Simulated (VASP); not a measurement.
# ZnS (P1) in VASP: single point with PBE

Aim: the single point of ZnS with PBE.

Everything below comes from runs of VASP 6.6.1. Logs are shortened: lines on timing, memory, paths and dates and some standing lists are left out, and cuts for length are marked.

## Step 1: The cell of the first run

The typed cell holds 8 atoms: a = 3.847 Å, b = 3.847 Å, c = 12.590 Å, α = 90.00°, β = 90.00°, γ = 120.00°.

## Step 2: Single point, PBE (atom 5 (S) moved +0.050 Å along Cartesian [1 -1 0])

File INCAR:

```
ALGO = Normal
EDIFF = 1E-6
ENCUT = 520
GGA = PE
ISIF = 2
ISMEAR = 0
LASPH = T
LCHARG = F
LREAL = F
LWAVE = F
NBANDS = 46
NELM = 60
PREC = Accurate
SIGMA = 0.05
```

File KPOINTS:

```
k-points
0
Gamma
  12 12 2
```

File POSCAR:

```
ZnS
1.0
    3.8467234448      0.0000000000      0.0000000000
   -1.9233617224      3.3313602246      0.0000000000
    0.0000000000      0.0000000000     12.5902250307
Zn S
4 4
Direct
    0.0000000000      0.0000000000      0.0000503469
    0.0000000000      0.0000000000      0.5000503469
    0.3333333333      0.6666666667      0.2500245139
    0.6666666667      0.3333333333      0.7500245139
    0.0038845851     -0.0106128838      0.1872896977
    0.0000000000      0.0000000000      0.6872896977
    0.3333333333      0.6666666667      0.4376354415
    0.6666666667      0.3333333333      0.9376354415
```

Potentials or basis: VASP PAW PBE potentials, release 64 (Zn, S).

Started as:

```sh
$ cat potpaw_PBE.64/Zn/POTCAR potpaw_PBE.64/S/POTCAR > POTCAR
$ mpirun -np 1 vasp_std > vasp.out
```

OUTCAR:

```text
EDIFF = 1E-6
   ENCUT = 520
   GGA = PE
   ISIF = 2
   ISMEAR = 0
   LASPH = T
   LREAL = F
   NELM = 60
   PREC = Accurate

 ion  position               nearest neighbor table
   1  0.000  0.000  0.000-   8 2.36   8 2.36   8 2.36   5 2.36
   2  0.000  0.000  0.500-   7 2.36   7 2.36   7 2.36   6 2.36
   3  0.333  0.667  0.250-   5 2.31   7 2.36   5 2.37   5 2.39
   4  0.667  0.333  0.750-   6 2.36   6 2.36   6 2.36   8 2.36
   5  0.004  0.989  0.187-   3 2.31   1 2.36   3 2.37   3 2.39
   6  0.000  0.000  0.687-   4 2.36   4 2.36   4 2.36   2 2.36
   7  0.333  0.667  0.438-   2 2.36   2 2.36   2 2.36   3 2.36
   8  0.667  0.333  0.938-   1 2.36   1 2.36   1 2.36   4 2.36

  LATTYP: Found a hexagonal cell.
 ALAT       =     3.8467234448
 C/A-ratio  =     3.2729737948

  Lattice vectors:

 A1 = (   3.8467234448,   0.0000000000,   0.0000000000)
 A2 = (  -1.9233617224,   3.3313602246,   0.0000000000)
 A3 = (   0.0000000000,   0.0000000000,  12.5902250307)

Analysis of symmetry for initial positions (statically):
=====================================================================
 Subroutine PRICEL returns:
 Original cell was already a primitive cell.

 Routine SETGRP: Setting up the symmetry group for a
 hexagonal supercell.

 Subroutine GETGRP returns: Found  1 space group operations
 (whereof  1 operations were pure point group operations)
 out of a pool of 24 trial point group operations.

The static configuration has the point symmetry C_1 .

Analysis of symmetry for dynamics (positions and initial velocities):
=====================================================================
 Subroutine PRICEL returns:
 Original cell was already a primitive cell.

 Routine SETGRP: Setting up the symmetry group for a
 hexagonal supercell.

 Subroutine GETGRP returns: Found  1 space group operations
 (whereof  1 operations were pure point group operations)
 out of a pool of 24 trial point group operations.

The dynamic configuration has the point symmetry C_1 .

 Subroutine INISYM returns: Found  1 space group operations
 (whereof  1 operations are pure point group operations),
 and found     1 'primitive' translations

----------------------------------------------------------------------------------------

                                     Primitive cell

  volume of cell :     161.3415

  direct lattice vectors                    reciprocal lattice vectors
     3.846723445  0.000000000  0.000000000     0.259961501  0.150088842  0.000000000
    -1.923361722  3.331360225  0.000000000     0.000000000  0.300177685  0.000000000
     0.000000000  0.000000000 12.590225031     0.000000000  0.000000000  0.079426698

  length of vectors
     3.846723445  3.846723445 12.590225031     0.300177685  0.300177685  0.079426698

  position of ions in fractional coordinates (direct lattice)
     0.000000000  0.000000000  0.000050347
     0.000000000  0.000000000  0.500050347
     0.333333333  0.666666667  0.250024514
     0.666666667  0.333333333  0.750024514
     0.003884585  0.989387116  0.187289698
     0.000000000  0.000000000  0.687289698
     0.333333333  0.666666667  0.437635441
     0.666666667  0.333333333  0.937635441

  ion indices of the primitive-cell ions
   primitive index   ion index
                 1           1
                 2           2
                 3           3
                 4           4
                 5           5
                 6           6
                 7           7
                 8           8

----------------------------------------------------------------------------------------

 KPOINTS: k-points

Automatic generation of k-mesh.
 Grid dimensions read from file:
 generate k-points for:   12   12    2

 Generating k-lattice:

  Cartesian coordinates                     Fractional coordinates (reciprocal lattice)
     0.021663458  0.012507404  0.000000000     0.083333333  0.000000000  0.000000000
     0.000000000  0.025014807  0.000000000     0.000000000  0.083333333  0.000000000
     0.000000000  0.000000000  0.039713349     0.000000000  0.000000000  0.500000000

  Length of vectors
     0.025014807  0.025014807  0.039713349

  Shift w.r.t. Gamma in fractional coordinates (k-lattice)
     0.000000000  0.000000000  0.000000000

 Subroutine IBZKPT returns following result:
 ===========================================

 Found    148 irreducible k-points:

 Following reciprocal coordinates:
            Coordinates               Weight
  0.000000  0.000000  0.000000      1.000000
  0.083333  0.000000  0.000000      2.000000
  0.000000  0.083333  0.000000      2.000000
 -0.083333  0.083333  0.000000      2.000000
  0.166667  0.000000  0.000000      2.000000
  0.000000  0.166667  0.000000      2.000000
[... 16 lines left out ...]
  0.166667  0.083333  0.000000      2.000000
 -0.083333  0.250000  0.000000      2.000000
 [... further k-points ...]
   k-points           NKPTS =    148   k-points in BZ     NKDIM =    148   number of bands    NBANDS=     46
   number of dos      NEDOS =    301   number of ions     NIONS =      8
   total plane-waves  NPLWV =  86400
   dimension x,y,z NGX =    30 NGY =   30 NGZ =   96
   dimension x,y,z NGXF=    60 NGYF=   60 NGZF=  192
   ions per type =               4   4
   NGX,Y,Z   is equivalent  to a cutoff of  12.97, 12.97, 12.68 a.u.
   NGXF,Y,Z  is equivalent  to a cutoff of  25.93, 25.93, 25.35 a.u.
 SYSTEM =  unknown system
   PREC   = accura    normal or accurate (medium, high low for compatibility)
   ISTART =      0    job   : 0-new  1-cont  2-samecut
   ICHARG =      2    charge: 1-file 2-atom 10-const
   ISPIN  =      1    spin polarized calculation?
   LNONCOLLINEAR =      F non collinear calculations
   LSORBIT =      F    spin-orbit coupling
   LASPH  =      T    aspherical Exc in radial PAW
   ENCUT  =  520.0 eV  38.22 Ry    6.18 a.u.   7.15  7.15 23.41*2*pi/ulx,y,z
   NELM   =     60;   NELMIN=  2; NELMDL= -5     # of ELM steps
   EDIFF  = 0.1E-05   stopping-criterion for ELM
   LREAL  =      F    real-space projection
   EDIFFG = 0.1E-04   stopping-criterion for IOM
   NSW    =      0    number of steps for IOM
   IBRION =     -1    ionic relax: 0-MD 1-quasi-New 2-CG
   NFREE  =      0    steps in history (QN), initial steepest desc. (CG)
   ISIF   =      2    stress and relaxation
   ISYM   =      2    0-nonsym 1-usesym 2-fastsym
   POTIM  = 0.5000    time-step for ionic-motion
   TEBEG  =    0.0;   TEEND  =   0.0 temperature during run
   PSTRESS=    0.0 pullay stress
   NELECT =      72.0000    total number of electrons
   NUPDOWN=      -1.0000    fix difference up-down
   EMIN   =  10.00;   EMAX   =-10.00  energy-range for DOS
   EFERMI =   0.00;   METHOD = LEGACY
   ISMEAR =     0;   SIGMA  =   0.05  broadening in eV -4-tet -1-fermi 0-gaus
   EFERMI_NEDOS =   21; number of points for ismear=-14 and -15
   IALGO  =     38    algorithm
   IMIX   =      4    mixing-type and parameters
     AMIX     =   0.40;   BMIX     =  1.00
     AMIX_MAG =   1.60;   BMIX_MAG =  1.00
  volume/ion in A,a.u.               =      20.17       136.10
  Fermi-wavevector in a.u.,A,eV,Ry     =   1.251037  2.364118 21.294406  1.565095
  Thomas-Fermi vector in A             =   2.385004
   LORBIT       =      0    0 simple, 1 ext, 2 COOP (PROOUT), +10 PAW based schemes
   GGA     = PE    functional components
   LHFCALC =     F    Hartree Fock is set to
   AEXX    =    0.0000 exact exchange contribution
   IVDW    =     0    specifies the selected vdW correction
   LEPSILON=     F    determine dielectric tensor
   LRPA    =     F    only Hartree local field effects (RPA)
 non-spin polarized calculation
 Gauss-broadening in eV      SIGMA  =   0.05
  energy-cutoff  :      520.00
  volume of cell :      161.34
 maximum number of plane-waves:      4389
 NGX is ok and might be reduce to    30
   NGX = 15   NGY = 15   NGZ = 47

 number of electron      72.0000044 magnetization

 Free energy of the ion-electron system (eV)
  ---------------------------------------------------
  ext. energy  EPLUGINS =         0.00000000
  ---------------------------------------------------
  free energy    TOTEN  =       -27.39148339 eV

  energy without entropy =      -27.39148339  energy(sigma->0) =      -27.39148339

 E-fermi :   2.1619     XC(G=0):  -9.5234

 val. band max:        1.9212561093   @ k =   0.0000   0.0000   0.0000
 cond. band min:       3.9640561524   @ k =   0.0000   0.0000   0.0000
 fundamental gap:      2.0428000431
 Fermi energy:         2.1619443355

 k-point     1 :       0.0000    0.0000    0.0000
  band No.  band energies     occupation
      1     -11.0898      2.00000
      2     -10.6883      2.00000
      3     -10.6785      2.00000
      4     -10.2013      2.00000
      5      -4.3568      2.00000
      6      -4.3414      2.00000
[... 38 lines left out ...]
     45       8.6053      0.00000
     46       8.6925      0.00000

 k-point     2 :       0.0833    0.0000    0.0000
  band No.  band energies     occupation
      1     -11.0446      2.00000
      2     -10.6510      2.00000
      3     -10.6411      2.00000
      4     -10.1761      2.00000
      5      -4.3532      2.00000
      6      -4.3373      2.00000
[... 38 lines left out ...]
     45       8.5003      0.00000
     46       8.7803      0.00000

 k-point     3 :       0.0000    0.0833    0.0000
  band No.  band energies     occupation
      1     -11.0447      2.00000
      2     -10.6511      2.00000
      3     -10.6411      2.00000
      4     -10.1761      2.00000
      5      -4.3520      2.00000
      6      -4.3366      2.00000
[... 1018 lines left out ...]
     45       8.6490      0.00000
     46       8.9908      0.00000

 k-point    24 :      -0.0833    0.2500    0.0000
  band No.  band energies     occupation
      1     -10.7952      2.00000
      2     -10.4515      2.00000
      3     -10.4408      2.00000
      4     -10.0502      2.00000
      5      -4.3467      2.00000
      6      -4.3280      2.00000
[... 38 lines left out ...]
     45       8.6915      0.00000
     46       8.9764      0.00000

 [... further k-points ...]

------------------------ aborting loop because EDIFF is reached ----------------------------------------

  FORCE on cell =-STRESS in cart. coord.  units (eV):
  Direction    XX          YY          ZZ          XY          YZ          ZX
  --------------------------------------------------------------------------------------
  -------------------------------------------------------------------------------------
  Total        0.3498680      0.0501658      0.1671749     -0.1619404     -0.1016443      0.1206032
  in kB        3.4743115      0.4981635      1.6601055     -1.6081248     -1.0093633      1.1976316
  external PRESSURE =       1.8775268 kB  Pullay stress =       0.0000000 kB

 VOLUME and BASIS-vectors are now :
 -----------------------------------------------------------------------------
  energy-cutoff  :      520.00
  volume of cell :      161.34
      direct lattice vectors                 reciprocal lattice vectors
     3.846723445  0.000000000  0.000000000     0.259961501  0.150088842  0.000000000
    -1.923361722  3.331360225  0.000000000     0.000000000  0.300177685  0.000000000
     0.000000000  0.000000000 12.590225031     0.000000000  0.000000000  0.079426698

 POSITION                                       TOTAL-FORCE (eV/Angst)
 -----------------------------------------------------------------------------------
      0.00000      0.00000      0.00063         0.008752     -0.008241      0.005926
      0.00000      0.00000      6.29575         0.000354     -0.000426      0.004057
     -0.00000      2.22091      3.14786         0.206574     -0.184447      0.016579
      1.92336      1.11045      9.44298         0.001856     -0.001907      0.002758
     -1.88801      3.29600      2.35802        -0.241715      0.218814     -0.019802
      0.00000      0.00000      8.65313         0.000645     -0.000630     -0.004098
     -0.00000      2.22091      5.50993         0.010023     -0.009460     -0.002492
      1.92336      1.11045     11.80504         0.013513     -0.013703     -0.002927
 -----------------------------------------------------------------------------------
    total drift:                                0.000023     -0.000031      0.000450

  FREE ENERGIE OF THE ION-ELECTRON SYSTEM (eV)
  ---------------------------------------------------
  free  energy   TOTEN  =       -27.3914833881 eV

  energy  without entropy=      -27.3914833881  energy(sigma->0) =      -27.39148339
```

Run time: 35 min. Hardware: 1 thread of Oxide Virtual Turin-like, shared host; peak memory 0.81 GiB.

Results:

* Free energy: -27.3915 eV
* Pressure: 0.2 GPa
* Largest force: 0.327 eV/Å
* Band gap on the k mesh: 2.04 eV

Forces in eV/Å, atoms in the order of the input:
```
Zn   0.009 -0.008  0.006
Zn   0.000  0.000  0.004
Zn   0.207 -0.184  0.017
Zn   0.002 -0.002  0.003
S   -0.242  0.219 -0.020
S    0.001 -0.001 -0.004
S    0.010 -0.009 -0.002
S    0.014 -0.014 -0.003
```

Caveat: the cell differs from its parent crystal (atom 5 (S) moved +0.050 Å along Cartesian [1 -1 0]). A k mesh can miss the band edges.
